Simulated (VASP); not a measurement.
# Sr (P6_3/mmc) in VASP: a series of runs, part 2 of 2

VASP 6.6.1. Earlier steps stand in the parts before.

## Step 3: Single point, LDA

INCAR

```
PREC = Accurate
ENCUT = 520
EDIFF = 1E-7
ISMEAR = -1
SIGMA = 0.1
LREAL = False
LASPH = True
NELM = 60
ALGO = Normal
ISIF = 2
LWAVE = False
LCHARG = True
GGA = CA
LELF = True
LVHAR = True
NBANDS = 17
```

KPOINTS

```
Automatic mesh
0
Gamma
  11 11 6
```

POSCAR

```
Sr
1.0
    4.0845519307      0.0000000000      0.0000000000
   -2.0422759654      3.5373257351      0.0000000000
    0.0000000000      0.0000000000      6.6966130326
Sr
2
Direct
    0.3333333333      0.6666666667      0.2500000000
    0.6666666667      0.3333333333      0.7500000000
```

Potentials or basis: VASP PAW LDA potentials, release 64 (Sr_sv).

Command:

```console
> cat potpaw_LDA.64/Sr_sv/POTCAR > POTCAR
> mpirun -np 1 vasp_std > vasp.out
```

OUTCAR:

```text
PREC = Accurate
   ENCUT = 520
   EDIFF = 1E-7
   ISMEAR = -1
   LREAL = False
   LASPH = True
   NELM = 60
   ISIF = 2
   GGA = CA

 ion  position               nearest neighbor table
   1  0.333  0.667  0.250-   2 4.10   2 4.10   2 4.10   2 4.10   2 4.10   2 4.10
   2  0.667  0.333  0.750-   1 4.10   1 4.10   1 4.10   1 4.10   1 4.10   1 4.10

  LATTYP: Found a hexagonal cell.
 ALAT       =     4.0845519307
 C/A-ratio  =     1.6394975866

  Lattice vectors:

 A1 = (   4.0845519307,   0.0000000000,   0.0000000000)
 A2 = (  -2.0422759654,   3.5373257351,   0.0000000000)
 A3 = (   0.0000000000,   0.0000000000,   6.6966130326)

Analysis of symmetry for initial positions (statically):
=====================================================================
 Subroutine PRICEL returns:
 Original cell was already a primitive cell.

 Routine SETGRP: Setting up the symmetry group for a
 hexagonal supercell.

 Subroutine GETGRP returns: Found 24 space group operations
 (whereof 12 operations were pure point group operations)
 out of a pool of 24 trial point group operations.

The static configuration has the point symmetry D_3d.
 The point group associated with its full space group is D_6h.

Analysis of symmetry for dynamics (positions and initial velocities):
=====================================================================
 Subroutine PRICEL returns:
 Original cell was already a primitive cell.

 Routine SETGRP: Setting up the symmetry group for a
 hexagonal supercell.

 Subroutine GETGRP returns: Found 24 space group operations
 (whereof 12 operations were pure point group operations)
 out of a pool of 24 trial point group operations.

The dynamic configuration has the point symmetry D_3d.
 The point group associated with its full space group is D_6h.

 Subroutine INISYM returns: Found 24 space group operations
 (whereof 12 operations are pure point group operations),
[... 110 lines left out ...]
   EFERMI =   0.00;   METHOD = LEGACY
   ISMEAR =    -1;   SIGMA  =   0.10  broadening in eV -4-tet -1-fermi 0-gaus
   EFERMI_NEDOS =   21; number of points for ismear=-14 and -15
   IALGO  =     38    algorithm
   IMIX   =      4    mixing-type and parameters
     AMIX     =   0.40;   BMIX     =  1.00
     AMIX_MAG =   1.60;   BMIX_MAG =  1.00
  volume/ion in A,a.u.               =      48.38       326.47
  Fermi-wavevector in a.u.,A,eV,Ry     =   0.967966  1.829190 12.748080  0.936957
  Thomas-Fermi vector in A             =   2.097896
   LORBIT       =      0    0 simple, 1 ext, 2 COOP (PROOUT), +10 PAW based schemes
   GGA     = CA    functional components
   LHFCALC =     F    Hartree Fock is set to
   AEXX    =    0.0000 exact exchange contribution
   IVDW    =     0    specifies the selected vdW correction
   LEPSILON=     F    determine dielectric tensor
   LRPA    =     F    only Hartree local field effects (RPA)
 non-spin polarized calculation
  energy-cutoff  :      520.00
  volume of cell :       96.76
 maximum number of plane-waves:      2629
   NGX = 15   NGY = 15   NGZ = 25

 number of electron      20.0000000 magnetization

 Free energy of the ion-electron system (eV)
  ---------------------------------------------------
  ext. energy  EPLUGINS =         0.00000000
  ---------------------------------------------------
  free energy    TOTEN  =        -3.82317757 eV

  energy without entropy =       -3.73587468  energy(sigma->0) =       -3.77952613

 E-fermi :   1.8451     XC(G=0):  -7.9679

 val. band max:        1.8231379807   @ k =   0.4545   0.0000   0.0000
 cond. band min:       1.8554287131   @ k =   0.4545   0.0909   0.0000
 fundamental gap:      0.0322907325
 Fermi energy:         1.8450643370

 k-point     1 :       0.0000    0.0000    0.0000
  band No.  band energies     occupation
      1     -34.3292      2.00000
      2     -34.3033      2.00000
      3     -16.5934      2.00000
      4     -16.3230      2.00000
      5     -16.3230      2.00000
      6     -16.2817      2.00000
[... 457 lines left out ...]
      4     -16.4236      2.00000
      5     -16.4109      2.00000
      6     -16.3544      2.00000
[... 9 lines left out ...]
     16       5.0191      0.00000
     17       5.2906      0.00000

 [... further k-points ...]

------------------------ aborting loop because EDIFF is reached ----------------------------------------

  FORCE on cell =-STRESS in cart. coord.  units (eV):
  Direction    XX          YY          ZZ          XY          YZ          ZX
  --------------------------------------------------------------------------------------
  -------------------------------------------------------------------------------------
  Total        0.0808000      0.0808000      0.0838273     -0.0000000      0.0000000     -0.0000000
  in kB        1.3379732      1.3379732      1.3881017     -0.0000000      0.0000000     -0.0000000
  external PRESSURE =       1.3546827 kB  Pullay stress =       0.0000000 kB

 VOLUME and BASIS-vectors are now :
 -----------------------------------------------------------------------------
  energy-cutoff  :      520.00
  volume of cell :       96.76
      direct lattice vectors                 reciprocal lattice vectors
     4.084551931  0.000000000  0.000000000     0.244824896  0.141349719  0.000000000
    -2.042275965  3.537325735  0.000000000     0.000000000  0.282699439  0.000000000
     0.000000000  0.000000000  6.696613033     0.000000000  0.000000000  0.149329220

 POSITION                                       TOTAL-FORCE (eV/Angst)
 -----------------------------------------------------------------------------------
     -0.00000      2.35822      1.67415        -0.000000      0.000000      0.000000
      2.04228      1.17911      5.02246         0.000000     -0.000000      0.000000
 -----------------------------------------------------------------------------------
    total drift:                                0.000000     -0.000000      0.000000

  FREE ENERGIE OF THE ION-ELECTRON SYSTEM (eV)
  ---------------------------------------------------
  free  energy   TOTEN  =        -3.8231775737 eV

  energy  without entropy=       -3.7358746831  energy(sigma->0) =       -3.77952613
```

OSZICAR:

```text
N       E                     dE             d eps       ncg     rms          rms(c)
DAV:   1     0.104860645558E+03    0.10486E+03   -0.95608E+03  2176   0.101E+03
DAV:   2     0.406042001208E+01   -0.10080E+03   -0.99221E+02  2811   0.233E+02
DAV:   3    -0.369876075118E+01   -0.77592E+01   -0.77310E+01  3989   0.462E+01
DAV:   4    -0.383497604733E+01   -0.13622E+00   -0.13604E+00  2859   0.596E+00
DAV:   5    -0.383880561701E+01   -0.38296E-02   -0.38291E-02  3559   0.694E-01    0.173E+01
DAV:   6    -0.382900480160E+01    0.98008E-02   -0.11945E-02  2716   0.117E+00    0.982E+00
DAV:   7    -0.382309487693E+01    0.59099E-02   -0.22196E-02  2947   0.147E+00    0.392E-01
DAV:   8    -0.382312947790E+01   -0.34601E-04   -0.24559E-03  4079   0.256E-01    0.155E-01
DAV:   9    -0.382317080379E+01   -0.41326E-04   -0.54339E-05  2883   0.532E-02    0.579E-02
DAV:  10    -0.382317762118E+01   -0.68174E-05   -0.79203E-06  2963   0.189E-02    0.709E-03
DAV:  11    -0.382317757375E+01    0.47432E-07   -0.21718E-07  2825   0.231E-03
   1 F= -.38231776E+01 E0= -.37795261E+01  d E =-.873029E-01
```

stdout:

```text
POSCAR found type information on POSCAR Sr
 POSCAR found :  1 types and       2 ions
 scaLAPACK will be used
 LDA part: xc-table for (Slater(with rela. corr.)+CA(PZ))
 , standard interpolation
 POSCAR, INCAR and KPOINTS ok, starting setup
 FFT: planning ... GRIDC
 FFT: planning ... GRID_SOFT
 FFT: planning ... GRID
 WAVECAR not read
 entering main loop
```

Wall time 80 s (1 thread of Intel Xeon Platinum 8488C (Sapphire Rapids), shared host); peak memory 0.22 GiB.

Results:

```
Free energy            : -3.8232 eV
Pressure               : 0.1 GPa
Band gap on the k mesh : zero (bands 10 and 11 overlap by 0.16 eV)
```

The gap in the log of VASP goes by the Fermi energy; the results here count the filled bands.